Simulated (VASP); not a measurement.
# S (Fm-3m) in VASP: further runs

Runs on S. Level: PBEsol. Tasks: single point.

Program: VASP 6.6.1. These are calculated values, not measurements. Logs are shortened: lines on timing, memory, paths and dates and some standing lists are left out, and cuts for length are marked.

**1. The cell of the first run**

The structure is cubic, space group Fm-3m (No. 225). The conventional cell has a = 3.720 Å, b = 3.720 Å, c = 3.720 Å, α = 90.00°, β = 90.00°, γ = 90.00°. S (site symmetry m-3m) has 12 S at 2.63 Å within 3.5 Å.

This isn't the form of S at room conditions, which is orthorhombic, of S8 rings.

**2. Single point, PBEsol**

Input file INCAR:

```
SYSTEM = S
ALGO = Normal ; EDIFF = 1E-6
ENCUT = 500 ; GGA = PS
GGA_COMPAT = .FALSE. ; ISIF = 2
ISMEAR = -1 ; LASPH = .TRUE.
LCHARG = .FALSE. ; LREAL = .FALSE.
LWAVE = .FALSE. ; NBANDS = 9
NELM = 120 ; PREC = Accurate
SIGMA = 0.1
```

Input file KPOINTS:

```
k-points
0
G
  7 7 7
  0 0 0
```

Input file POSCAR:

```
S
1.0
    0.0000000000      1.8601810367      1.8601810367
    1.8601810367      0.0000000000      1.8601810367
    1.8601810367      1.8601810367      0.0000000000
S
1
Direct
    0.0000000000      0.0000000000      0.0000000000
```

Potentials or basis: VASP PAW PBE potentials, release 64 (S).

Command:

```bash
$ cat potpaw_PBE.64/S/POTCAR > POTCAR
$ mpirun -np 1 vasp_std > vasp.out
```

OUTCAR:

```text
SYSTEM = S
   EDIFF = 1E-6
   ENCUT = 500
   GGA = PS
   ISIF = 2
   ISMEAR = -1
   LASPH = .TRUE.
   LREAL = .FALSE.
   NELM = 120
   PREC = Accurate

 ion  position               nearest neighbor table
   1  0.000  0.000  0.000-

  LATTYP: Found a face centered cubic cell.
 ALAT       =     3.7203620734

  Lattice vectors:

 A1 = (   0.0000000000,   1.8601810367,   1.8601810367)
 A2 = (   1.8601810367,   0.0000000000,   1.8601810367)
 A3 = (   1.8601810367,   1.8601810367,   0.0000000000)

Analysis of symmetry for initial positions (statically):
=====================================================================
 Subroutine PRICEL returns:
 Original cell was already a primitive cell.

 Routine SETGRP: Setting up the symmetry group for a
 face centered cubic supercell.

 Subroutine GETGRP returns: Found 48 space group operations
 (whereof 48 operations were pure point group operations)
 out of a pool of 48 trial point group operations.

The static configuration has the point symmetry O_h .

Analysis of symmetry for dynamics (positions and initial velocities):
=====================================================================
 Subroutine PRICEL returns:
 Original cell was already a primitive cell.

 Routine SETGRP: Setting up the symmetry group for a
 face centered cubic supercell.

 Subroutine GETGRP returns: Found 48 space group operations
 (whereof 48 operations were pure point group operations)
 out of a pool of 48 trial point group operations.

The dynamic configuration has the point symmetry O_h .

 Subroutine INISYM returns: Found 48 space group operations
 (whereof 48 operations are pure point group operations),
 and found     1 'primitive' translations

----------------------------------------------------------------------------------------

                                     Primitive cell

  volume of cell :      12.8735

  direct lattice vectors                    reciprocal lattice vectors
     0.000000000  1.860181037  1.860181037    -0.268791042  0.268791042  0.268791042
     1.860181037  0.000000000  1.860181037     0.268791042 -0.268791042  0.268791042
     1.860181037  1.860181037  0.000000000     0.268791042  0.268791042 -0.268791042

  length of vectors
     2.630693251  2.630693251  2.630693251     0.465559742  0.465559742  0.465559742

  position of ions in fractional coordinates (direct lattice)
     0.000000000  0.000000000  0.000000000

  ion indices of the primitive-cell ions
   primitive index   ion index
                 1           1

----------------------------------------------------------------------------------------

 KPOINTS: k-points

Automatic generation of k-mesh.
 Grid dimensions read from file:
 generate k-points for:    7    7    7

 Generating k-lattice:

  Cartesian coordinates                     Fractional coordinates (reciprocal lattice)
    -0.038398720  0.038398720  0.038398720     0.142857143  0.000000000  0.000000000
     0.038398720 -0.038398720  0.038398720     0.000000000  0.142857143  0.000000000
     0.038398720  0.038398720 -0.038398720     0.000000000  0.000000000  0.142857143

  Length of vectors
     0.066508535  0.066508535  0.066508535

  Shift w.r.t. Gamma in fractional coordinates (k-lattice)
     0.000000000  0.000000000  0.000000000

 Subroutine IBZKPT returns following result:
 ===========================================

 Found     20 irreducible k-points:

 Following reciprocal coordinates:
            Coordinates               Weight
  0.000000  0.000000  0.000000      1.000000
  0.142857  0.000000  0.000000      8.000000
  0.285714  0.000000  0.000000      8.000000
  0.428571  0.000000  0.000000      8.000000
  0.142857  0.142857  0.000000      6.000000
  0.285714  0.142857  0.000000     24.000000
[... 12 lines left out ...]
 -0.428571  0.428571  0.142857     24.000000
 -0.285714  0.428571  0.142857     24.000000
   k-points           NKPTS =     20   k-points in BZ     NKDIM =     20   number of bands    NBANDS=      9
   number of dos      NEDOS =    301   number of ions     NIONS =      1
   total plane-waves  NPLWV =   8000
   dimension x,y,z NGX =    20 NGY =   20 NGZ =   20
   dimension x,y,z NGXF=    40 NGYF=   40 NGZF=   40
   ions per type =               1
   NGX,Y,Z   is equivalent  to a cutoff of  12.64, 12.64, 12.64 a.u.
   NGXF,Y,Z  is equivalent  to a cutoff of  25.28, 25.28, 25.28 a.u.
 SYSTEM =  S
   PREC   = accura    normal or accurate (medium, high low for compatibility)
   ISTART =      0    job   : 0-new  1-cont  2-samecut
   ICHARG =      2    charge: 1-file 2-atom 10-const
   ISPIN  =      1    spin polarized calculation?
   LNONCOLLINEAR =      F non collinear calculations
   LSORBIT =      F    spin-orbit coupling
   LASPH  =      T    aspherical Exc in radial PAW
   ENCUT  =  500.0 eV  36.75 Ry    6.06 a.u.   4.80  4.80  4.80*2*pi/ulx,y,z
   NELM   =    120;   NELMIN=  2; NELMDL= -5     # of ELM steps
   EDIFF  = 0.1E-05   stopping-criterion for ELM
   LREAL  =      F    real-space projection
[... 7 lines left out ...]
   TEBEG  =    0.0;   TEEND  =   0.0 temperature during run
   PSTRESS=    0.0 pullay stress
   NELECT =       6.0000    total number of electrons
   NUPDOWN=      -1.0000    fix difference up-down
   EMIN   =  10.00;   EMAX   =-10.00  energy-range for DOS
   EFERMI =   0.00;   METHOD = LEGACY
   ISMEAR =    -1;   SIGMA  =   0.10  broadening in eV -4-tet -1-fermi 0-gaus
   EFERMI_NEDOS =   21; number of points for ismear=-14 and -15
   IALGO  =     38    algorithm
   IMIX   =      4    mixing-type and parameters
     AMIX     =   0.40;   BMIX     =  1.00
     AMIX_MAG =   1.60;   BMIX_MAG =  1.00
  volume/ion in A,a.u.               =      12.87        86.87
  Fermi-wavevector in a.u.,A,eV,Ry     =   1.269288  2.398606 21.920224  1.611091
  Thomas-Fermi vector in A             =   2.402337
   LORBIT       =      0    0 simple, 1 ext, 2 COOP (PROOUT), +10 PAW based schemes
   GGA     = PS    functional components
   LHFCALC =     F    Hartree Fock is set to
   AEXX    =    0.0000 exact exchange contribution
   IVDW    =     0    specifies the selected vdW correction
   LEPSILON=     F    determine dielectric tensor
   LRPA    =     F    only Hartree local field effects (RPA)
 non-spin polarized calculation
  energy-cutoff  :      500.00
  volume of cell :       12.87
 maximum number of plane-waves:       335
   NGX =  9   NGY =  9   NGZ =  9

 number of electron       6.0000000 magnetization

 Free energy of the ion-electron system (eV)
  ---------------------------------------------------
  ext. energy  EPLUGINS =         0.00000000
  ---------------------------------------------------
  free energy    TOTEN  =        -3.21041789 eV

  energy without entropy =       -3.17747235  energy(sigma->0) =       -3.19394512

 E-fermi :  10.6297     XC(G=0): -12.2920

 val. band max:       10.4949146932   @ k =  -0.4286   0.2857   0.1429
 cond. band min:      10.6367401590   @ k =   0.4286   0.2857   0.0000
 fundamental gap:      0.1418254658
 Fermi energy:        10.6297406265

 k-point     1 :       0.0000    0.0000    0.0000
  band No.  band energies     occupation
      1      -8.3827      2.00000
      2      15.1743      0.00000
      3      15.1743      0.00000
      4      15.1743      0.00000
      5      22.8734      0.00000
      6      22.8734      0.00000
      7      22.8734      0.00000
      8      28.5375      0.00000
      9      29.3198      0.00000

 k-point     2 :       0.1429    0.0000    0.0000
  band No.  band energies     occupation
      1      -7.7924      2.00000
      2      12.0565      0.00000
      3      14.6786      0.00000
      4      14.6786      0.00000
      5      22.3411      0.00000
      6      23.7731      0.00000
      7      23.7731      0.00000
      8      28.0213      0.00000
      9      28.0213      0.00000

 k-point     3 :       0.2857    0.0000    0.0000
  band No.  band energies     occupation
      1      -6.0642      2.00000
      2       6.7657      2.00000
      3      13.8959      0.00000
      4      13.8959      0.00000
      5      21.4594      0.00000
      6      23.3250      0.00000
      7      23.3250      0.00000
      8      29.4826      0.00000
      9      29.4826      0.00000

 k-point     4 :       0.4286    0.0000    0.0000
  band No.  band energies     occupation
      1      -3.5309      2.00000
      2       2.2055      2.00000
      3      13.4536      0.00000
      4      13.4536      0.00000
      5      21.0032      0.00000
      6      22.1024      0.00000
      7      22.1024      0.00000
      8      28.6229      0.00000
      9      33.5065      0.00000

 k-point     5 :       0.1429    0.1429    0.0000
  band No.  band energies     occupation
      1      -7.5952      2.00000
      2      13.2653      0.00000
      3      13.4691      0.00000
      4      13.4691      0.00000
      5      20.3338      0.00000
      6      24.4031      0.00000
      7      25.4745      0.00000
      8      25.4745      0.00000
      9      30.0275      0.00000

 k-point     6 :       0.2857    0.1429    0.0000
  band No.  band energies     occupation
      1      -6.2415      2.00000
      2       8.7999      2.00000
      3      12.4549      0.00000
      4      12.8096      0.00000
      5      20.0840      0.00000
      6      22.4887      0.00000
      7      26.2960      0.00000
      8      26.3948      0.00000
      9      31.2308      0.00000
[... 121 lines left out ...]
 k-point    17 :       0.4286    0.2857    0.1429
  band No.  band energies     occupation
      1      -4.5549      2.00000
      2       7.2285      2.00000
      3       8.7082      2.00000
      4      11.9268      0.00000
      5      20.9368      0.00000
      6      21.0908      0.00000
      7      25.3654      0.00000
      8      29.5746      0.00000
      9      31.4323      0.00000

 k-point    18 :      -0.4286    0.2857    0.1429
  band No.  band energies     occupation
      1      -2.1239      2.00000
      2       3.5865      2.00000
      3       7.8621      2.00000
      4      10.4949      1.58769
      5      20.4651      0.00000
      6      22.9610      0.00000
      7      26.0717      0.00000
      8      29.3095      0.00000
      9      32.8714      0.00000

 k-point    19 :      -0.4286    0.4286    0.1429
  band No.  band energies     occupation
      1      -1.1917      2.00000
      2       4.3100      2.00000
      3       7.2715      2.00000
      4       8.3462      2.00000
      5      19.0629      0.00000
      6      19.7051      0.00000
      7      28.5078      0.00000
      8      32.2354      0.00000
      9      35.0942      0.00000

 k-point    20 :      -0.2857    0.4286    0.1429
  band No.  band energies     occupation
      1      -0.2981      2.00000
      2       4.3952      2.00000
      3       4.7700      2.00000
      4       8.6061      2.00000
      5      19.9848      0.00000
      6      24.2553      0.00000
      7      26.7192      0.00000
      8      27.9601      0.00000
      9      34.8529      0.00000

------------------------ aborting loop because EDIFF is reached ----------------------------------------

  FORCE on cell =-STRESS in cart. coord.  units (eV):
  Direction    XX          YY          ZZ          XY          YZ          ZX
  --------------------------------------------------------------------------------------
  -------------------------------------------------------------------------------------
  Total        1.6160262      1.6160262      1.6160262     -0.0000000      0.0000000      0.0000000
  in kB      201.1237495    201.1237495    201.1237495     -0.0000000      0.0000000      0.0000000
  external PRESSURE =     201.1237495 kB  Pullay stress =       0.0000000 kB

 VOLUME and BASIS-vectors are now :
 -----------------------------------------------------------------------------
  energy-cutoff  :      500.00
  volume of cell :       12.87
      direct lattice vectors                 reciprocal lattice vectors
     0.000000000  1.860181037  1.860181037    -0.268791042  0.268791042  0.268791042
     1.860181037  0.000000000  1.860181037     0.268791042 -0.268791042  0.268791042
     1.860181037  1.860181037  0.000000000     0.268791042  0.268791042 -0.268791042

 POSITION                                       TOTAL-FORCE (eV/Angst)
 -----------------------------------------------------------------------------------
      0.00000      0.00000      0.00000        -0.000000      0.000000      0.000000
 -----------------------------------------------------------------------------------
    total drift:                                0.000000     -0.000000     -0.000000

  FREE ENERGIE OF THE ION-ELECTRON SYSTEM (eV)
  ---------------------------------------------------
  free  energy   TOTEN  =        -3.2104178944 eV

  energy  without entropy=       -3.1774723518  energy(sigma->0) =       -3.19394512
```

Wall time 1.3 s (1 thread of Intel Xeon 6975P-C (Granite Rapids), shared host); peak memory 0.12 GiB.

What came out:

```
Free energy            : -3.2104 eV
Pressure               : 20.1 GPa
Band gap on the k mesh : zero (bands 3 and 4 overlap by 6.83 eV)
```

Caveat: the k points lie up to 0.42 Å⁻¹ apart, too coarse for converged energies and pressures of a metal; the PAW data sets were made with another functional, which shifts forces and pressure a little.

**3. Single point, PBEsol**

This run uses another cell than the first one, of 11.64 Å³/atom.

Input file INCAR:

```
PREC = Accurate
ENCUT = 500
EDIFF = 1E-6
ISMEAR = -1
SIGMA = 0.1
LREAL = F
LASPH = T
NELM = 120
ALGO = Normal
ISIF = 2
LWAVE = F
LCHARG = F
GGA = PS
NBANDS = 9
GGA_COMPAT = F
```

Input file KPOINTS:

```
regular mesh
0
Gamma
  7 7 7
```

Input file POSCAR:

```
S
1.0
    0.0000000000      1.7988151247      1.7988151247
    1.7988151247      0.0000000000      1.7988151247
    1.7988151247      1.7988151247      0.0000000000
S
1
Direct
    0.0000000000      0.0000000000      0.0000000000
```

Potentials or basis: VASP PAW PBE potentials, release 64 (S).

Command:

```bash
$ cat potpaw_PBE.64/S/POTCAR > POTCAR
$ mpirun -np 1 vasp_std > vasp.out
```

Wall time 1.3 s (1 thread of Intel Xeon 6975P-C (Granite Rapids), shared host); peak memory 0.11 GiB.

The run converged. Its results:

```yaml
Free_energy: -2.9835 eV
Pressure: 40.1 GPa
Band_gap_on_the_k_mesh: zero (bands 3 and 4 overlap by 8.02 eV)
```

Levels at points of the mesh, in eV from the Fermi level:
| k point | band 1 | band 2 | band 3 | band 4 | band 5 | band 6 | band 7 |
| --- | --- | --- | --- | --- | --- | --- | --- |
| (0.00, 0.00, 0.00) | -20.30 | 5.33 | 5.33 | 5.33 | 12.30 | 12.30 | 12.30 |

Caveat: the k points lie up to 0.43 Å⁻¹ apart, too coarse for converged energies and pressures of a metal; the PAW data sets were made with another functional, which shifts forces and pressure a little.

[end of part 1 of 2]
